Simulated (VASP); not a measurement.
# Ag (Fm-3m) in VASP: further runs, part 2 of 2

VASP 6.6.1. Earlier steps stand in the parts before.

**3. Single point, r2SCAN**

This run uses another cell than the first one, of 17.28 Å³/atom, 1.009 times its volume.

File POSCAR:

```
Ag
1.0
    0.0000000000      2.0521673962      2.0521673962
    2.0521673962      0.0000000000      2.0521673962
    2.0521673962      2.0521673962      0.0000000000
Ag
1
Direct
    0.0000000000      0.0000000000      0.0000000000
```

File INCAR.step1:

```
SYSTEM = Ag
  PREC = Accurate
  ENCUT = 520
  ISMEAR = -1
  SIGMA = 0.08
  LREAL = .FALSE.
  LASPH = .TRUE.
  NELM = 60
  NBANDS = 12
  GGA = PE
  ALGO = Normal
  EDIFF = 1E-4
  LWAVE = .TRUE.
  LCHARG = .FALSE.
```

File INCAR.step2:

```
SYSTEM = Ag
  PREC = Accurate
  ENCUT = 520
  EDIFF = 1E-6
  ISMEAR = -1
  SIGMA = 0.08
  LREAL = .FALSE.
  LASPH = .TRUE.
  NELM = 60
  ALGO = Normal
  ISIF = 2
  LWAVE = .FALSE.
  LCHARG = .TRUE.
  METAGGA = R2SCAN
  LMIXTAU = .TRUE.
  LELF = .TRUE.
  LVHAR = .TRUE.
  NBANDS = 12
  ISTART = 1
```

File KPOINTS:

```
Automatic mesh
0
G
  24 24 24
  0 0 0
```

Potentials or basis: VASP PAW PBE potentials, release 64 (Ag).

The run is started by

```console
$ cat potpaw_PBE.64/Ag/POTCAR > POTCAR
$ cp INCAR.step1 INCAR
$ mpirun -np 1 vasp_std > vasp.out
$ cp INCAR.step2 INCAR
$ mpirun -np 1 vasp_std > vasp.out
```

OUTCAR:

```text
SYSTEM = Ag
   PREC = Accurate
   ENCUT = 520
   EDIFF = 1E-6
   ISMEAR = -1
   LREAL = .FALSE.
   LASPH = .TRUE.
   NELM = 60
   ISIF = 2
   METAGGA = R2SCAN
   ISTART = 1

 ion  position               nearest neighbor table
   1  0.000  0.000  0.000-

  LATTYP: Found a face centered cubic cell.
 ALAT       =     4.1043347924

  Lattice vectors:

 A1 = (   0.0000000000,   2.0521673962,   2.0521673962)
 A2 = (   2.0521673962,   0.0000000000,   2.0521673962)
 A3 = (   2.0521673962,   2.0521673962,   0.0000000000)

Analysis of symmetry for initial positions (statically):
=====================================================================
 Subroutine PRICEL returns:
 Original cell was already a primitive cell.

 Routine SETGRP: Setting up the symmetry group for a
 face centered cubic supercell.

 Subroutine GETGRP returns: Found 48 space group operations
 (whereof 48 operations were pure point group operations)
 out of a pool of 48 trial point group operations.

The static configuration has the point symmetry O_h .

Analysis of symmetry for dynamics (positions and initial velocities):
=====================================================================
[... 161 lines left out ...]
 Fermi energy:         8.2972742512

 k-point     1 :       0.0000    0.0000    0.0000
  band No.  band energies     occupation
      1       0.3880      2.00000
      2       3.1537      2.00000
      3       3.1537      2.00000
      4       3.1537      2.00000
      5       4.1731      2.00000
      6       4.1731      2.00000
      7      24.8623      0.00000
      8      28.5066      0.00000
      9      28.5066      0.00000
     10      28.5066      0.00000
     11      33.4344      0.00000
     12      34.3938      0.00000
[... 331 lines left out ...]
 k-point    24 :       0.4583    0.0417    0.0000
  band No.  band energies     occupation
      1       1.6530      2.00000
      2       3.1219      2.00000
      3       3.1736      2.00000
      4       4.7809      2.00000
      5       4.9538      2.00000
      6       7.4414      1.99995
      7      12.7080      0.00000
      8      24.1544      0.00000
      9      26.3929      0.00000
     10      26.6908      0.00000
     11      31.8257      0.00000
     12      31.9604      0.00000

 [... further k-points ...]
[... 5 lines left out ...]
  --------------------------------------------------------------------------------------
  -------------------------------------------------------------------------------------
  Total        0.0115977      0.0115977      0.0115977     -0.0000000      0.0000000     -0.0000000
  in kB        1.0750108      1.0750108      1.0750108     -0.0000000      0.0000000     -0.0000000
  external PRESSURE =       1.0750108 kB  Pullay stress =       0.0000000 kB

 VOLUME and BASIS-vectors are now :
 -----------------------------------------------------------------------------
  energy-cutoff  :      520.00
  volume of cell :       17.28
      direct lattice vectors                 reciprocal lattice vectors
     0.000000000  2.052167396  2.052167396    -0.243644842  0.243644842  0.243644842
     2.052167396  0.000000000  2.052167396     0.243644842 -0.243644842  0.243644842
     2.052167396  2.052167396  0.000000000     0.243644842  0.243644842 -0.243644842

 POSITION                                       TOTAL-FORCE (eV/Angst)
 -----------------------------------------------------------------------------------
      0.00000      0.00000      0.00000        -0.000000     -0.000000      0.000000
 -----------------------------------------------------------------------------------
    total drift:                               -0.000000      0.000000     -0.000000

  FREE ENERGIE OF THE ION-ELECTRON SYSTEM (eV)
  ---------------------------------------------------
  free  energy   TOTEN  =       -21.3613682248 eV

  energy  without entropy=      -21.3569359312  energy(sigma->0) =      -21.35915208
```

OUTCAR.step1:

```text
SYSTEM = Ag
   PREC = Accurate
   ENCUT = 520
   ISMEAR = -1
   LREAL = .FALSE.
   LASPH = .TRUE.
[... 577 lines left out ...]
 -----------------------------------------------------------------------------------
      0.00000      0.00000      0.00000         0.000000     -0.000000      0.000000
 -----------------------------------------------------------------------------------
    total drift:                               -0.000000      0.000000     -0.000000

  FREE ENERGIE OF THE ION-ELECTRON SYSTEM (eV)
  ---------------------------------------------------
  free  energy   TOTEN  =        -2.7165784882 eV

  energy  without entropy=       -2.7119198346  energy(sigma->0) =       -2.71424916
```

OSZICAR.step1:

```text
N       E                     dE             d eps       ncg     rms          rms(c)
DAV:   1     0.519032728116E+02    0.51903E+02   -0.54393E+03 10024   0.825E+02
DAV:   2    -0.215110055363E+01   -0.54054E+02   -0.51319E+02 11536   0.193E+02
DAV:   3    -0.296589936589E+01   -0.81480E+00   -0.81429E+00 11704   0.252E+01
DAV:   4    -0.296844353632E+01   -0.25442E-02   -0.25441E-02 11496   0.147E+00
DAV:   5    -0.296846388647E+01   -0.20350E-04   -0.20349E-04 11436   0.117E-01    0.505E+00
DAV:   6    -0.272714063780E+01    0.24132E+00   -0.95231E-01 10876   0.873E+00    0.328E+00
DAV:   7    -0.271937881286E+01    0.77618E-02   -0.95026E-03 11476   0.923E-01    0.186E+00
DAV:   8    -0.271657179195E+01    0.28070E-02   -0.69797E-04 11312   0.198E-01    0.893E-02
DAV:   9    -0.271657848819E+01   -0.66962E-05   -0.79749E-06  6424   0.223E-02
   1 F= -.27165785E+01 E0= -.27142492E+01  d E =-.465865E-02
```

Wall time 82 s (1 thread of Intel Xeon 6975P-C (Granite Rapids), shared host); peak memory 0.21 GiB.

What came out:

| Item | Value |
| --- | --- |
| Free energy | -21.3614 eV |
| Pressure | 0.1 GPa |

Caveat: the PAW data sets were made with another functional, which shifts forces and pressure a little.

**4. Relaxation of cell and atoms, r2SCAN, target pressure 15 GPa, at which the enthalpy is minimised**

This run uses another cell than the first one, of 17.28 Å³/atom, 1.009 times its volume.

POSCAR is that of step 3.

File INCAR.step1:

```
  PREC = Accurate
  ENCUT = 600
  ISMEAR = -1
  SIGMA = 0.08
  LREAL = False
  LASPH = True
  NELM = 100
  GGA = PE
  ALGO = Normal
  EDIFF = 1E-4
  LWAVE = True
  LCHARG = False
```

File INCAR.step2:

```
  PREC = Accurate
  ENCUT = 600
  EDIFF = 1E-7
  ISMEAR = -1
  SIGMA = 0.08
  LREAL = False
  LASPH = True
  NELM = 100
  ALGO = Normal
  ISIF = 3
  LWAVE = False
  LCHARG = False
  METAGGA = R2SCAN
  LMIXTAU = True
  IBRION = 2
  NSW = 100
  EDIFFG = -0.002
  PSTRESS = 150.0
  ISTART = 1
```

File KPOINTS:

```
regular mesh
0
Gamma
  24 24 24
```

The run is started by

```console
$ cat potpaw_PBE.64/Ag/POTCAR > POTCAR
$ cp INCAR.step1 INCAR
$ mpirun -np 1 vasp_std > vasp.out
$ cp INCAR.step2 INCAR
$ mpirun -np 1 vasp_std > vasp.out
```

Wall time 13 min (1 thread of Intel Xeon Platinum 8259CL at 2.50GHz (Skylake/Cascade Lake), shared host); peak memory 0.24 GiB.

It converged, with:

```
Free energy                                            : -21.2887 eV
Relaxed volume                                         : 15.57 Å³/atom
Relaxed cell                                           : a = 2.803 Å, b = 2.803 Å, c = 2.803 Å, α = 60.00°, β = 60.00°, γ = 60.00°
Space group after relaxing (to 0.05 Å)                 : Fm-3m (No. 225)
Energy change on relaxing (the enthalpy is what falls) : +72.2 meV/atom
Ionic steps                                            : 6
Pressure after relaxing                                : 15.0 GPa
```

The path:
```tsv
step	energy change (eV)	largest force (eV/Å)	pressure (GPa)	volume (Å³)
1	0.0000	0.0000	0.11	17.28
2	0.4535	0.0000	50.88	13.57
3	0.0673	0.0000	14.19	15.62
4	0.0723	0.0000	15.03	15.56
5	0.0718	0.0000	14.95	15.57
6	0.0722	0.0000	15.01	15.57
```

Final structure:
```
Ag
1.0
     0.00000    1.98172    1.98172
     1.98172    0.00000    1.98172
     1.98172    1.98172    0.00000
Ag
1
Direct
  0.00000 0.00000 0.00000
```

Levels at points of the mesh, in eV from the Fermi level:
```csv
k point,band 4,band 5,band 6,band 7,band 8,band 9
"(0.00, 0.00, 0.00)",-5.56,-4.33,-4.33,16.79,21.10,21.10
"(0.50, 0.00, 0.00)",-3.38,-3.38,-0.66,4.21,16.04,19.58
"(0.50, 0.50, 0.00)",-3.12,-3.12,1.59,7.69,11.59,11.59
```

Caveat: the cell is relaxed towards a set pressure, so the enthalpy falls and the energy may rise; the PAW data sets were made with another functional, which shifts forces and pressure a little.

**5. Overview**

| task | cell | cutoff (eV) | gap on the mesh (eV) | pressure (GPa) |
| --- | --- | --- | --- | --- |
| single point | a = 2.893 Å, angles 60.0°, 1 atom | 520 | none | 1.1 |
| single point | a = 2.902 Å, angles 60.0°, 1 atom | 520 | none | 0.1 |
| relaxation of cell and atoms | relaxed to 15 GPa from a = 2.902 Å, angles 60.0°, 1 atom | 600 | none | 15.0 |

Alike in all rows: level r2SCAN; potentials or basis VASP PAW PBE potentials, release 64 (Ag); no spin polarisation; k mesh 24 × 24 × 24; smearing fermi-dirac 0.08 eV.

Caveats: the PAW data sets were made with another functional, which shifts forces and pressure a little; the cell is relaxed towards a set pressure, so the enthalpy falls and the energy may rise (some runs).

Absolute energies hang on the potentials; compare differences alone.
